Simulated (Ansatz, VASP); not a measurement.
# One calculation of GaN, two programs

File INCAR:

```
PREC     = Accurate       # precision mode
ENCUT    = 520            # plane-wave cutoff, eV
EDIFF    = 1E-6           # SCF threshold, eV
ISMEAR   = 0              # smearing method
SIGMA    = 0.05           # smearing width, eV
LREAL    = False          # projectors in reciprocal space
LASPH    = True           # aspherical terms in the spheres
NELM     = 100            # most SCF steps
ALGO     = Normal         # electronic algorithm
ISIF     = 2              # what is computed and relaxed
LWAVE    = False          # write WAVECAR
LCHARG   = False          # write CHGCAR
GGA      = PE             # functional
NBANDS   = 16             # bands
```

Contents of KPOINTS:

```
Automatic mesh
0
Gamma
  10 10 10
```

The input POSCAR:

```
GaN
1.0
    0.0000000000      2.2535006075      2.2535006075
    2.2535006075      0.0000000000      2.2535006075
    2.2535006075      2.2535006075      0.0000000000
Ga N
1 1
Direct
    0.0096075568      0.0096075568      0.0096075568
    0.7500000000      0.7500000000      0.7500000000
```

Input for Ansatz:

```yaml
crystal:
  lattice:
    - [0.0, 2.2535006075, 2.2535006075]
    - [2.2535006075, 0.0, 2.2535006075]
    - [2.2535006075, 2.2535006075, 0.0]
  atoms:
    - { symbol: Ga, position: [0.0096075568, 0.0096075568, 0.0096075568] }
    - { symbol: "N", position: [0.75, 0.75, 0.75] }
basis:
  ecutwfc: 420
kpoints:
  mp_grid: { grid: [10, 10, 10] }
hamiltonian:
  xc: pbe
scf:
  occupations: { method: gaussian, width: 0.05 }
output:
  forces: true
  stress: true
  eigenvalues: true
```

Change from the starting cell: all Ga atoms moved -0.075 Å, as atom 1 towards its neighbour atom 2 (N) at 1.952 Å.

Alike in both runs: task single point; functional PBE; k mesh 10 × 10 × 10; occupations gaussian, width 0.05 eV; no spin polarisation.

```csv
,VASP,Ansatz
version,VASP 6.6.1,Ansatz 0.2.0
potentials or method,"VASP PAW PBE potentials, release 64 (Ga_d, N), cutoff 520 eV","scalar-relativistic, plane waves, PAW"
valence electrons in the cell,18,18
```

|  | VASP | Ansatz | Ansatz less VASP |
| --- | --- | --- | --- |
| gap on the k mesh at the Fermi level (eV) | 1.58 | 1.57 | -0.006 |
| least direct gap on the mesh (eV) | 1.58 | 1.57 | -0.006 |
| pressure (GPa) | 5.6 | 5.5 | -0.05 |
| traceless stress, the component that is largest in VASP (GPa) | -2.12 | -2.17 | -0.048 |
| rms of the force components (eV/Å) | 0.437 | 0.443 | +0.0056 |

Atom by atom the forces differ by 0.006 eV/Å (rms over components).
